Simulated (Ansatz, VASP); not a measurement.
## One calculation of Si3N4, two programs

```xyz
14
Lattice="7.6045 0.0000 0.0000 -3.8023 6.5857 0.0000 0.0000 0.0000 2.9052" Properties=species:S:1:pos:R:3 pbc="T T T"
Si   -1.3794    5.4329    2.1789
Si    2.2098    1.5218    0.7263
Si    4.0153    3.9110    0.7263
Si   -0.2130    2.6747    2.1789
Si    1.5924    5.0639    2.1789
Si    5.1817    1.1529    0.7263
N     0.0000    4.3905    2.1789
N     3.8023    2.1952    0.7263
N     4.8233    4.4115    2.1789
N    -1.4088    6.3829    0.7263
N     2.4298    4.6143    0.7263
N     1.3724    1.9714    2.1789
N    -1.0210    2.1743    0.7263
N     5.2111    0.2029    2.1789
```

Alike in both runs: task electric field gradients; functional r2SCAN; k mesh 4 × 4 × 10; occupations fermi-dirac, width 0.02 eV; no spin polarisation.

```csv
,VASP,Ansatz
version,VASP 6.6.1,Ansatz 0.2.0
potentials or method,"VASP PAW PBE potentials, release 64 (Si, N)","plane-wave PAW, scalar-relativistic"
plane-wave cutoff (eV),520,500
valence electrons in the cell,64,64
```

|  | VASP | Ansatz | Ansatz less VASP |
| --- | --- | --- | --- |
| gap on the k mesh at the Fermi level (eV) | 5.00 | 5.00 | +0.007 |
| pressure (GPa) | -0.1 | 0.1 | +0.17 |
| traceless stress, the component that is largest in VASP (GPa) | -0.10 | -0.07 | +0.034 |
| rms of the force components (eV/Å) | 0.012 | 0.012 | -0.0001 |
| size of Vzz on the site where it differs most (V/Å²) | 46.6 | 49.8 | +3.17 |

VASP's potentials were made for PBE, not for r2SCAN. Atom by atom the forces differ by 0.001 eV/Å (rms over components). With one functional, cell and mesh, what is left measures potentials, basis and numerics.
